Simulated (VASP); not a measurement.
A run of VASP 6.6.1 is set up as follows.

The input INCAR:

```
PREC = Accurate
ENCUT = 520
EDIFF = 1E-6
ISMEAR = -1
SIGMA = 0.15
LREAL = False
LASPH = True
NELM = 100
ALGO = Normal
ISIF = 2
LWAVE = False
LCHARG = False
NBANDS = 22
```

Contents of KPOINTS:

```
Automatic mesh
0
Gamma
  14 14 8
```

POSCAR

```
Rh
1.0
    2.6726327392      0.0000002825      0.0000000000
   -1.3363166142      2.3145677058      0.0000000000
    0.0000000000      0.0000000000      4.3061800742
Rh
2
Direct
    0.6666666667      0.3333333333      0.7500000000
    0.3333333333      0.6666666667      0.2500000000
```

Potentials or basis: VASP PAW LDA potentials, release 64 (Rh_pv).

Launch:

```sh
$ cat potpaw_LDA.64/Rh_pv/POTCAR > POTCAR
$ mpirun -np 1 vasp_std > vasp.out
```

(1) Predict the band gap on the k mesh.

(2) Predict the pressure.

## Answers

(1) zero (band 15 reaches 13.11 eV, above the bottom of band 16 at 10.69 eV).

(2) 0.9 GPa.
